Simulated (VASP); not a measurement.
The system is BaTiO3.

```
CELL_PARAMETERS angstrom
2.82737 1.63238 2.31839
-2.82737 1.63238 2.31839
0.00000 -3.26476 2.31839
ATOMIC_POSITIONS crystal
Ba 0.00000 0.00000 0.00000
Ti 0.48450 0.48450 0.48450
O 0.50860 0.50860 0.01750
O 0.01750 0.50860 0.50860
O 0.50860 0.01750 0.50860
```

Base run:

| Item | Value |
| --- | --- |
| Program | VASP 6.6.1 |
| Functional | PBEsol |
| Potentials or basis | VASP PAW PBE potentials, release 64 (Ba_sv, Ti_sv, O) |
| Cutoff | 520 eV |
| k mesh | 6 × 6 × 6 |
| Occupations | gaussian, width 0.01 eV |
| Spin | no spin polarisation |

Its results: band gap on the k mesh 2.34 eV, indirect (least direct gap 2.74 eV); pressure 0.6 GPa; largest force 0.142 eV/Å.

Problem. The run is repeated on the same cell with these changes: hubbard terms from none to Ti d U = 1.5 eV. What comes out?

Solution. Band gap on the k mesh 2.48 eV, indirect (least direct gap 2.88 eV); pressure 1.9 GPa; largest force 0.532 eV/Å.

The U term pushes filled and empty states of the shell apart.

Caveats: the PAW data sets were made with another functional, which shifts forces and pressure a little; spin-orbit coupling is left out, which moves the levels of the heavy elements.

A k mesh can miss the band edges.
